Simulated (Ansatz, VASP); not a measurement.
**Two plane-wave programs on MgS**

POSCAR

```
MgS
1.0
    0.0000000000      2.5849951600      2.5849951600
    2.5849951600      0.0000000000      2.5849951600
    2.5849951600      2.5849951600      0.0000000000
Mg S
1 1
Direct
    0.0000000000      0.0000000000      0.0000000000
    0.5000000000      0.5000000000      0.5000000000
```

Contents of INCAR.step1:

```
ALGO = Normal
EDIFF = 1E-4
ENCUT = 520
GGA = PE
ISMEAR = -1
LASPH = True
LCHARG = False
LREAL = False
LWAVE = True
NELM = 100
PREC = Accurate
SIGMA = 0.02
```

Contents of INCAR.step2:

```
ALGO = Normal
EDIFF = 1E-7
EDIFFG = -0.01
ENCUT = 520
IBRION = 2
ISIF = 2
ISMEAR = -1
ISTART = 1
LASPH = True
LCHARG = False
LMIXTAU = True
LREAL = False
LWAVE = False
METAGGA = R2SCAN
NELM = 100
NSW = 50
PREC = Accurate
SIGMA = 0.02
```

Contents of KPOINTS:

```
k-points
0
Gamma
  10 10 10
```

Input for Ansatz:

```yaml
crystal:
  lattice:
    - [0.0, 2.58499516, 2.58499516]
    - [2.58499516, 0.0, 2.58499516]
    - [2.58499516, 2.58499516, 0.0]
  atoms:
    - { symbol: Mg, position: [0.0, 0.0, 0.0] }
    - { symbol: S, position: [0.5, 0.5, 0.5] }
  symmetry: { tolerance: 0.0003 }
hamiltonian:
  xc: r2scan
  pseudopotentials: { kind: paw, azcp: { folder: soft_1 } }
basis:
  ecutwfc: 500
magnetization:
  spin_polarized: false
scf:
  occupations: { method: fermi_dirac, width: 0.02 }
kpoints:
  mp_grid: { grid: [10, 10, 10], shift: [0, 0, 0] }
  band_path:
    path:
      - [0.0, 0.0, 0.0]
      - [0.5, 0.0, 0.5]
      - [0.625, 0.25, 0.625]
      - [0.375, 0.375, 0.75]
      - [0.0, 0.0, 0.0]
      - [0.5, 0.5, 0.5]
      - [0.5, 0.25, 0.75]
      - [0.5, 0.0, 0.5]
    npoints: 10
output:
  forces: true
  stress: true
  eigenvalues: true
  write_potential: true
  elf: true
  volumetric_format: npy
  dos: { e_range: [-12, 8], de: 0.05 }
relax:
  max_steps: 30
```

Alike in both runs: task relaxation of the atoms; functional r2SCAN; k mesh 10 × 10 × 10; occupations fermi-dirac, width 0.02 eV; no spin polarisation.

```csv
,VASP,Ansatz
version,VASP 6.6.1,Ansatz 0.2.0
potentials or method,"VASP PAW PBE potentials, release 64 (Mg, S), cutoff 520 eV",PAW plane waves
valence electrons in the cell,8,16
```

VASP gave:

```
gap on the k mesh at the Fermi level, each at its own relaxed structure (eV) : 3.48
```

Estimate Ansatz's values.

gap on the k mesh at the Fermi level, each at its own relaxed structure (eV): 3.51.

VASP's potentials were made for PBE, not for r2SCAN. VASP's potentials hold 8 valence electrons a cell and Ansatz's 16, so a difference there can come from the potentials and not from the codes. Ansatz's warnings: stress scf threshold loose.

Noted on VASP's run: the relaxation stopped at its first step, so nothing moved.
